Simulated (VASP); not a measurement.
# AlN (Pm) in VASP: notebook

AlN is run at these levels: PBE; tasks: single point.

Program: VASP 6.6.1. These are calculated values, not measurements. Logs are shortened: lines on timing, memory, paths and dates and some standing lists are left out, and cuts for length are marked.

## 1. The cell of the first run

Symmetry: Pm, No. 6, monoclinic system. The conventional cell has a = 3.313 Å, b = 4.187 Å, c = 5.739 Å, α = 90.00°, β = 90.00°, γ = 90.00°. Al (site symmetry m) has 5 N at 1.70 to 2.37 Å within 2.4 Å. Al (site symmetry m) has 5 N at 1.91 to 2.09 Å within 2.5 Å. Within 2.5 Å of Al (site symmetry m) lie 5 N at 1.91 to 2.09 Å. Al (site symmetry m) has 5 N at 1.91 to 2.09 Å within 2.5 Å. Within 2.5 Å of N (site symmetry m) lie 5 Al at 1.91 to 2.14 Å. Within 2.5 Å of N (site symmetry m) lie 5 Al at 1.91 to 2.09 Å. Within 2.3 Å of N (site symmetry m) lie 5 Al at 1.70 to 2.09 Å. Within 2.5 Å of N (site symmetry m) lie 5 Al at 1.91 to 2.37 Å.

## 2. Single point, PBE (atom 1 (Al) moved by +0.378 Å along [1 0 0] and +0.252 Å along [1 2 0])

Input file INCAR:

```
PREC = Accurate
ENCUT = 520
EDIFF = 1E-7
ISMEAR = 0
SIGMA = 0.05
LREAL = False
LASPH = True
NELM = 80
ALGO = Normal
ISIF = 2
LWAVE = False
LCHARG = False
GGA = PE
NBANDS = 26
```

Input file KPOINTS:

```
Automatic mesh
0
Gamma
  8 6 4
```

Input file POSCAR:

```
AlN
1.0
   -1.6567491617      2.8695737234      0.0000000000
    0.0000000000      0.0000000000      4.1874629526
    4.9702474850      2.8695737234      0.0000000000
Al N
4 4
Direct
    0.5088240279      0.7500000000      0.2456605603
    0.0000000000      0.7500000000      0.6666666667
    0.0000000000      0.2500000000      0.3333333333
    0.5000000000      0.2500000000      0.8333333333
    0.5000000000      0.2500000000      0.1666666667
    0.0000000000      0.2500000000      0.6666666667
    0.0000000000      0.7500000000      0.3333333333
    0.5000000000      0.7500000000      0.8333333333
```

Potentials or basis: VASP PAW PBE potentials, release 64 (Al, N).

On the command line:

```sh
> cat potpaw_PBE.64/Al/POTCAR potpaw_PBE.64/N/POTCAR > POTCAR
> mpirun -np 1 vasp_std > vasp.out
```

OUTCAR:

```text
PREC = Accurate
   ENCUT = 520
   EDIFF = 1E-7
   ISMEAR = 0
   LREAL = False
   LASPH = True
   NELM = 80
   ISIF = 2
   GGA = PE

 ion  position               nearest neighbor table
   1  0.509  0.750  0.246-   7 1.70   7 1.76   5 2.14   5 2.14   8 2.37   3 2.70   3 2.70   3 2.73
                             3 2.73   2 2.91   2 2.95   4 3.16   4 3.16
   2  0.000  0.750  0.667-   8 1.91   8 1.91   7 1.91   6 2.09   6 2.09   4 2.84   4 2.84   4 2.84
                             4 2.84   3 2.84   3 2.84   1 2.91   1 2.95
   3  0.000  0.250  0.333-   5 1.91   5 1.91   6 1.91   7 2.09   7 2.09   1 2.70   1 2.70   1 2.73
                             1 2.73   2 2.84   2 2.84   4 3.31   4 3.31   4 3.31   4 3.31
   4  0.500  0.250  0.833-   6 1.91   6 1.91   5 1.91   8 2.09   8 2.09   2 2.84   2 2.84   2 2.84
                             2 2.84   1 3.16   1 3.16   3 3.31   3 3.31   3 3.31   3 3.31
   5  0.500  0.250  0.167-   3 1.91   3 1.91   4 1.91   1 2.14   1 2.14
   6  0.000  0.250  0.667-   4 1.91   4 1.91   3 1.91   2 2.09   2 2.09
   7  0.000  0.750  0.333-   1 1.70   1 1.76   2 1.91   3 2.09   3 2.09
   8  0.500  0.750  0.833-   2 1.91   2 1.91   4 2.09   4 2.09   1 2.37

  LATTYP: Found a simple orthorhombic cell.
 ALAT       =     3.3134983233
 B/A-ratio  =     1.2637588868
 C/A-ratio  =     1.7320508076

  Lattice vectors:

 A1 = (  -1.6567491617,   2.8695737234,   0.0000000000)
 A2 = (   0.0000000000,   0.0000000000,   4.1874629526)
 A3 = (   4.9702474850,   2.8695737234,   0.0000000000)

Analysis of symmetry for initial positions (statically):
=====================================================================
 Subroutine PRICEL returns:
 Original cell was already a primitive cell.

 Routine SETGRP: Setting up the symmetry group for a
 simple orthorhombic supercell.

 Subroutine GETGRP returns: Found  2 space group operations
 (whereof  1 operations were pure point group operations)
 out of a pool of  8 trial point group operations.

The static configuration has the point symmetry C_1 .
 The point group associated with its full space group is C_1h.

Analysis of symmetry for dynamics (positions and initial velocities):
=====================================================================
 Subroutine PRICEL returns:
 Original cell was already a primitive cell.

 Routine SETGRP: Setting up the symmetry group for a
 simple orthorhombic supercell.

 Subroutine GETGRP returns: Found  2 space group operations
[... 115 lines left out ...]
   NELM   =     80;   NELMIN=  2; NELMDL= -5     # of ELM steps
   EDIFF  = 0.1E-06   stopping-criterion for ELM
   LREAL  =      F    real-space projection
   EDIFFG = 0.1E-05   stopping-criterion for IOM
   NSW    =      0    number of steps for IOM
   IBRION =     -1    ionic relax: 0-MD 1-quasi-New 2-CG
   NFREE  =      0    steps in history (QN), initial steepest desc. (CG)
   ISIF   =      2    stress and relaxation
   ISYM   =      2    0-nonsym 1-usesym 2-fastsym
   POTIM  = 0.5000    time-step for ionic-motion
   TEBEG  =    0.0;   TEEND  =   0.0 temperature during run
   PSTRESS=    0.0 pullay stress
   NELECT =      32.0000    total number of electrons
   NUPDOWN=      -1.0000    fix difference up-down
   EMIN   =  10.00;   EMAX   =-10.00  energy-range for DOS
   EFERMI =   0.00;   METHOD = LEGACY
   ISMEAR =     0;   SIGMA  =   0.05  broadening in eV -4-tet -1-fermi 0-gaus
   EFERMI_NEDOS =   21; number of points for ismear=-14 and -15
   IALGO  =     38    algorithm
   IMIX   =      4    mixing-type and parameters
     AMIX     =   0.40;   BMIX     =  1.00
     AMIX_MAG =   1.60;   BMIX_MAG =  1.00
  volume/ion in A,a.u.               =       9.95        67.17
  Fermi-wavevector in a.u.,A,eV,Ry     =   1.208082  2.282944 19.857191  1.459462
  Thomas-Fermi vector in A             =   2.343701
   LORBIT       =      0    0 simple, 1 ext, 2 COOP (PROOUT), +10 PAW based schemes
   GGA     = PE    functional components
   LHFCALC =     F    Hartree Fock is set to
   AEXX    =    0.0000 exact exchange contribution
   IVDW    =     0    specifies the selected vdW correction
   LEPSILON=     F    determine dielectric tensor
   LRPA    =     F    only Hartree local field effects (RPA)
 non-spin polarized calculation
 Gauss-broadening in eV      SIGMA  =   0.05
  energy-cutoff  :      520.00
  volume of cell :       79.63
 maximum number of plane-waves:      2174
 NGX is ok and might be reduce to    28
   NGX = 13   NGY = 15   NGZ = 21

 number of electron      31.9999994 magnetization

 Free energy of the ion-electron system (eV)
  ---------------------------------------------------
  ext. energy  EPLUGINS =         0.00000000
  ---------------------------------------------------
  free energy    TOTEN  =       -57.07729987 eV

  energy without entropy =      -57.07729987  energy(sigma->0) =      -57.07729987

 E-fermi :   8.2060     XC(G=0): -11.1540

 val. band max:        7.9869387970   @ k =   0.0000   0.0000   0.0000
 cond. band min:      10.5069914624   @ k =   0.0000   0.0000   0.0000
 fundamental gap:      2.5200526654
 Fermi energy:         8.2060312401

 k-point     1 :       0.0000    0.0000    0.0000
  band No.  band energies     occupation
      1      -9.2510      2.00000
      2      -7.0569      2.00000
      3      -6.1409      2.00000
      4      -4.7659      2.00000
      5       0.8054      2.00000
      6       1.3794      2.00000
[... 685 lines left out ...]
     25      17.4074      0.00000
     26      18.0989      0.00000

 [... further k-points ...]
[... 5 lines left out ...]
  --------------------------------------------------------------------------------------
  -------------------------------------------------------------------------------------
  Total        0.9699902      7.0281907      0.1554859     -3.9988829      0.0000000      0.0000000
  in kB       19.5160906    141.4063789      3.1283589    -80.4570584      0.0000000      0.0000000
  external PRESSURE =      54.6836094 kB  Pullay stress =       0.0000000 kB

 VOLUME and BASIS-vectors are now :
 -----------------------------------------------------------------------------
  energy-cutoff  :      520.00
  volume of cell :       79.63
      direct lattice vectors                 reciprocal lattice vectors
    -1.656749162  2.869573723  0.000000000    -0.150897919  0.261362862  0.000000000
     0.000000000  0.000000000  4.187462953     0.000000000  0.000000000  0.238808083
     4.970247485  2.869573723  0.000000000     0.150897919  0.087120954  0.000000000

 POSITION                                       TOTAL-FORCE (eV/Angst)
 -----------------------------------------------------------------------------------
      0.37800      2.16505      3.14060        -4.101936     -3.998763      0.000000
      3.31350      1.91305      3.14060         1.839717      1.088507      0.000000
      1.65675      0.95652      1.04687        -0.206965     -0.006856      0.000000
      3.31350      3.82610      1.04687         0.370970      0.207323      0.000000
      0.00000      1.91305      1.04687         1.538636      0.949441      0.000000
      3.31350      1.91305      1.04687        -0.688687     -0.394266      0.000000
      1.65675      0.95652      3.14060         1.397809      2.210182      0.000000
      3.31350      3.82610      3.14060        -0.149544     -0.055568      0.000000
 -----------------------------------------------------------------------------------
    total drift:                               -0.000114     -0.000066      0.000000

  FREE ENERGIE OF THE ION-ELECTRON SYSTEM (eV)
  ---------------------------------------------------
  free  energy   TOTEN  =       -57.0772998711 eV

  energy  without entropy=      -57.0772998711  energy(sigma->0) =      -57.07729987
```

Wall time 2.5 min (1 thread of Intel Xeon Platinum 8259CL at 2.50GHz (Skylake/Cascade Lake), shared host); peak memory 0.25 GiB.

What came out:

```
Free energy            : -57.0773 eV
Pressure               : 5.5 GPa
Largest force          : 5.729 eV/Å
Band gap on the k mesh : 2.52 eV
```

Forces in eV/Å, atoms in the order of the input:
```
Al  -4.102 -3.999  0.000
Al   1.840  1.089  0.000
Al  -0.207 -0.007  0.000
Al   0.371  0.207  0.000
N    1.539  0.949  0.000
N   -0.689 -0.394  0.000
N    1.398  2.210  0.000
N   -0.150 -0.056  0.000
```

Stress tensor (GPa, compression positive):
```
 1.95 -8.05  0.00
-8.05 14.14  0.00
 0.00  0.00  0.31
```

Levels at points of the mesh, in eV from the valence-band top:
```
           k point  band 13  band 14  band 15  band 16  band 17  band 18  band 19  band 20
(0.00, 0.00, 0.00)    -2.36    -1.30    -0.96     0.00     2.52     3.90     4.44     6.76
(0.50, 0.00, 0.00)    -3.02    -2.39    -2.20    -1.67     4.49     4.86     6.42     6.56
(0.00, 0.50, 0.00)    -2.39    -1.96    -1.71    -1.33     4.27     4.94     5.53     6.08
(0.50, 0.50, 0.00)    -1.74    -1.01    -0.88    -0.59     4.88     4.96     6.51     6.84
(0.00, 0.00, 0.50)    -2.31    -1.48    -0.90    -0.68     4.01     5.11     5.94     6.11
(0.50, 0.00, 0.50)    -3.17    -2.70    -1.60    -1.01     2.83     4.29     5.78     6.53
(0.00, 0.50, 0.50)    -2.21    -2.03    -1.50    -1.27     4.16     4.99     5.57     6.41
(0.50, 0.50, 0.50)    -2.47    -1.60    -1.33    -1.26     3.63     4.19     5.30     5.80
```

Caveat: the cell differs from its parent crystal (atom 1 (Al) moved by +0.378 Å along [1 0 0] and +0.252 Å along [1 2 0]); the cell stands under pressure; forces of over 1 eV/Å act on the atoms, so gaps and moduli don't describe the material at rest. A k mesh can miss the band edges.

## 3. Single point, PBE (atom 1 (Al) moved by +0.504 Å along [1 0 0] and +0.378 Å along [1 2 0])

Input file INCAR:

```
SYSTEM = AlN
ALGO = Normal
EDIFF = 1E-7
ENCUT = 520
GGA = PE
ISIF = 2
ISMEAR = 0
LASPH = .True.
LCHARG = .False.
LREAL = .False.
LWAVE = .False.
NBANDS = 26
NELM = 60
PREC = Accurate
SIGMA = 0.05
```

Input file KPOINTS:

```
k-points
0
Gamma
  8 6 4
  0 0 0
```

POSCAR, as its differences from that of step 2:

```diff
@@ -8,3 +8,3 @@
 Direct
-    0.5088240279      0.7500000000      0.2456605603
+    0.5227426108      0.7500000000      0.2756509382
     0.0000000000      0.7500000000      0.6666666667
```

Potentials or basis: VASP PAW PBE potentials, release 64 (Al, N).

On the command line:

```sh
> cat potpaw_PBE.64/Al/POTCAR potpaw_PBE.64/N/POTCAR > POTCAR
> mpirun -np 1 vasp_std > vasp.out
```

OUTCAR:

```text
SYSTEM = AlN
   EDIFF = 1E-7
   ENCUT = 520
   GGA = PE
   ISIF = 2
   ISMEAR = 0
   LASPH = .True.
   LREAL = .False.
   NELM = 60
   PREC = Accurate

 ion  position               nearest neighbor table
   1  0.523  0.750  0.276-   7 1.62   7 1.76   5 2.19   5 2.19   8 2.54   3 2.64   3 2.64   3 2.74
                             3 2.74   2 2.75   2 2.83   4 3.29   4 3.29
   2  0.000  0.750  0.667-   8 1.91   8 1.91   7 1.91   6 2.09   6 2.09   1 2.75   1 2.83   4 2.84
                             4 2.84   4 2.84   4 2.84   3 2.84   3 2.84
   3  0.000  0.250  0.333-   5 1.91   5 1.91   6 1.91   7 2.09   7 2.09   1 2.64   1 2.64   1 2.74
                             1 2.74   2 2.84   2 2.84   4 3.31   4 3.31   4 3.31   4 3.31
   4  0.500  0.250  0.833-   6 1.91   6 1.91   5 1.91   8 2.09   8 2.09   2 2.84   2 2.84   2 2.84
                             2 2.84   1 3.29   1 3.29   3 3.31   3 3.31   3 3.31   3 3.31
   5  0.500  0.250  0.167-   3 1.91   3 1.91   4 1.91   1 2.19   1 2.19
   6  0.000  0.250  0.667-   4 1.91   4 1.91   3 1.91   2 2.09   2 2.09
   7  0.000  0.750  0.333-   1 1.62   1 1.76   2 1.91   3 2.09   3 2.09
   8  0.500  0.750  0.833-   2 1.91   2 1.91   4 2.09   4 2.09   1 2.54

  LATTYP: Found a simple orthorhombic cell.
 ALAT       =     3.3134983233
 B/A-ratio  =     1.2637588868
 C/A-ratio  =     1.7320508076

  Lattice vectors:

[... 199 lines left out ...]

 k-point     1 :       0.0000    0.0000    0.0000
  band No.  band energies     occupation
      1      -9.4548      2.00000
      2      -7.1143      2.00000
      3      -6.1735      2.00000
      4      -4.6910      2.00000
      5       0.6760      2.00000
      6       1.3059      2.00000
[... 685 lines left out ...]
     25      17.2499      0.00000
     26      18.1040      0.00000

 [... further k-points ...]
[... 5 lines left out ...]
  --------------------------------------------------------------------------------------
  -------------------------------------------------------------------------------------
  Total        1.6476746     11.9902264      0.3957301     -5.9407678      0.0000000      0.0000000
  in kB       33.1510222    241.2419608      7.9620433   -119.5275571      0.0000000      0.0000000
  external PRESSURE =      94.1183421 kB  Pullay stress =       0.0000000 kB

 VOLUME and BASIS-vectors are now :
 -----------------------------------------------------------------------------
  energy-cutoff  :      520.00
  volume of cell :       79.63
      direct lattice vectors                 reciprocal lattice vectors
    -1.656749162  2.869573723  0.000000000    -0.150897919  0.261362862  0.000000000
     0.000000000  0.000000000  4.187462953     0.000000000  0.000000000  0.238808083
     4.970247485  2.869573723  0.000000000     0.150897919  0.087120954  0.000000000

 POSITION                                       TOTAL-FORCE (eV/Angst)
 -----------------------------------------------------------------------------------
      0.50400      2.29105      3.14060        -2.807192     -7.099977      0.000000
      3.31350      1.91305      3.14060         2.370630      1.478856      0.000000
      1.65675      0.95652      1.04687        -0.564941     -0.007583      0.000000
      3.31350      3.82610      1.04687         0.525534      0.294668      0.000000
      0.00000      1.91305      1.04687         1.943475      1.267350      0.000000
      3.31350      1.91305      1.04687        -0.827900     -0.472782      0.000000
      1.65675      0.95652      3.14060         0.207855      4.980350      0.000000
      3.31350      3.82610      3.14060        -0.847461     -0.440883      0.000000
 -----------------------------------------------------------------------------------
    total drift:                               -0.000072     -0.000094      0.000000

  FREE ENERGIE OF THE ION-ELECTRON SYSTEM (eV)
  ---------------------------------------------------
  free  energy   TOTEN  =       -55.9366286036 eV

  energy  without entropy=      -55.9366286036  energy(sigma->0) =      -55.93662860
```

It took 2.3 min on 1 thread of Intel Xeon Platinum 8259CL at 2.50GHz (Skylake/Cascade Lake), shared host; peak memory 0.25 GiB.

Results:

```yaml
Free_energy: -55.9366 eV
Pressure: 9.4 GPa
Largest_force: 7.635 eV/Å
Band_gap_on_the_k_mesh: 2.15 eV
```

Forces in eV/Å, atoms in the order of the input:
```
Al  -2.807 -7.100  0.000
Al   2.371  1.479  0.000
Al  -0.565 -0.008  0.000
Al   0.526  0.295  0.000
N    1.943  1.267  0.000
N   -0.828 -0.473  0.000
N    0.208  4.980  0.000
N   -0.847 -0.441  0.000
```

Stress tensor (GPa, compression positive):
```
  3.32 -11.95   0.00
-11.95  24.12   0.00
  0.00   0.00   0.80
```

Levels at points of the mesh, in eV from the valence-band top:
```csv
k point,band 14,band 15,band 16,band 17,band 18,band 19
"(0.00, 0.00, 0.00)",-1.18,-0.91,0.00,2.15,3.89,4.47
"(0.50, 0.00, 0.00)",-2.31,-2.22,-1.56,3.87,4.39,6.45
"(0.00, 0.50, 0.00)",-1.87,-1.73,-1.22,3.95,4.73,5.50
"(0.50, 0.50, 0.00)",-0.96,-0.91,-0.55,4.23,4.51,6.59
"(0.00, 0.00, 0.50)",-1.46,-0.85,-0.64,3.76,5.16,5.86
"(0.50, 0.00, 0.50)",-2.68,-1.66,-0.92,2.38,4.36,5.24
"(0.00, 0.50, 0.50)",-1.93,-1.48,-1.11,3.81,4.70,5.64
"(0.50, 0.50, 0.50)",-1.52,-1.29,-1.24,3.05,3.80,5.34
```

Caveat: the cell differs from its parent crystal (atom 1 (Al) moved by +0.504 Å along [1 0 0] and +0.378 Å along [1 2 0]); the cell stands under pressure; forces of over 1 eV/Å act on the atoms, so gaps and moduli don't describe the material at rest.

[end of part 1 of 2]
